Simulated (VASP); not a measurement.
The system is LiCl.

```
CELL_PARAMETERS angstrom
0.00000 2.55604 2.61815
2.55604 0.00000 2.61815
2.55604 2.55604 0.00000
ATOMIC_POSITIONS crystal
Li 0.00000 0.00000 0.00000
Cl 0.50000 0.50000 0.50000
```

This cell differs from its parent crystal: uniaxial z strain +2.4%.

Base run:

- Program: VASP 6.6.1
- Functional: r2SCAN
- Potentials or basis: VASP PAW PBE potentials, release 64 (Li_sv, Cl)
- Cutoff: 520 eV
- k mesh: 8 × 8 × 8
- Occupations: gaussian, width 0.01 eV
- Spin: no spin polarisation

Its results: band gap on the k mesh 7.17 eV, direct.

Problem. The run is repeated on the same cell with these changes: functional from r2SCAN to PBE; occupations from gaussian, width 0.01 eV to fermi-dirac, width 0.02 eV. What comes out?

Solution. Band gap on the k mesh 6.22 eV, direct.

A k mesh can miss the band edges.
